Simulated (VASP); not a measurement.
Si2Ni:

```
Si Ni
1.0
     0.00000    2.77655    2.77655
     2.77655    0.00000    2.77655
     2.77655    2.77655    0.00000
Si Ni
2 1
Direct
  0.25000 0.25000 0.25000
  0.75000 0.75000 0.75000
  0.00000 0.00000 0.00000
```

Base run:

* Program: VASP 6.6.1
* Functional: PBE
* Potentials or basis: VASP PAW PBE potentials, release 64 (Si, Ni)
* Cutoff: 520 eV
* k mesh: 14 × 14 × 14
* Occupations: gaussian, width 0.15 eV
* Spin: collinear spin, ferromagnetic start
* Starting moments: [0.0, 0.0, 0.5] μB
* Fixed moment: 0.5 μB

Its results: pressure -6.8 GPa; site moments Si +0.06; Ni +0.25 μB.

Q: The run is repeated on the same cell with these changes: fixed moment from 0.5 μB to 0.125 μB; moments at the start from [0.0, 0.0, 0.5] to [0.0, 0.0, 0.12]. What comes out?

A: Pressure -7.4 GPa; site moments Si +0.01; Ni +0.07 μB.

Caveats: the total moment is fixed, so each spin has its own Fermi level.
